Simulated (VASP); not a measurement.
Set up this calculation in VASP 6.6.1, as the native input.

```
Task                   : single point
Functional             : PBE
Potentials or basis    : VASP PAW PBE potentials, release 64 (Pr_3, Y_sv, Se), 4f in core
Cutoff                 : 500 eV
k mesh                 : 6 × 6 × 4
Occupations            : gaussian, width 0.02 eV
Spin                   : no spin polarisation
Dipole correction      : no
Mended                 : yes
Further INCAR settings : ALGO = Normal; EDIFF = 1e-06; NBANDS = 28
```

The structure of PrYSe3 lies in POSCAR:

```
PrYSe3
1.0
    5.6915040914      0.0000000000     -0.0195949840
    0.0000000000      4.4628037862      0.0000000000
   -2.8105882699      0.0000000000      6.9176489669
Pr Y Se
1 1 3
Direct
    0.8516313474      0.0000000000      0.1941891095
    0.5206684041      0.5000000000      0.5336907467
    0.4017297753      0.0000000000      0.2948482847
    0.7148861754      0.5000000000      0.9229623929
    1.0010823279      0.5000000000      0.4943064962
```

The input as run:

INCAR

```
ALGO     = Normal         # electronic algorithm
EDIFF    = 1E-6           # SCF threshold, eV
ENCUT    = 500            # plane-wave cutoff, eV
GGA      = PE             # functional
GGA_COMPAT= F            
ISIF     = 2              # what is computed and relaxed
ISMEAR   = 0              # smearing method
LASPH    = T              # aspherical terms in the spheres
LCHARG   = F              # write CHGCAR
LMAXMIX  = 6              # l up to which the mixer works
LREAL    = F              # projectors in reciprocal space
LWAVE    = F              # write WAVECAR
NBANDS   = 28             # bands
NELM     = 200            # most SCF steps
PREC     = Accurate       # precision mode
SIGMA    = 0.02           # smearing width, eV
```

KPOINTS

```
k-points
0
Gamma
  6 6 4
```

Potentials or basis: VASP PAW PBE potentials, release 64 (Pr_3, Y_sv, Se), 4f in core.

Run with:

```sh
$ cat potpaw_PBE.64/Pr_3/POTCAR potpaw_PBE.64/Y_sv/POTCAR potpaw_PBE.64/Se/POTCAR > POTCAR
$ mpirun -np 1 vasp_std > vasp.out
```

Results of the run:

The pressure is 1.2 GPa and the largest force is 0.009 eV/Å. The band gap on the k mesh is 1.98 eV (least direct gap 2.31 eV).

Caveat: spin-orbit coupling is left out, which moves the levels of the heavy elements; the 4f electrons are frozen in the core, so they carry no moment and show no levels.

Wall time 2.3 min on 1 thread of Intel(R) Xeon(R) 6975P-C (Granite Rapids), with other jobs on the host, peak memory 0.47 GiB.
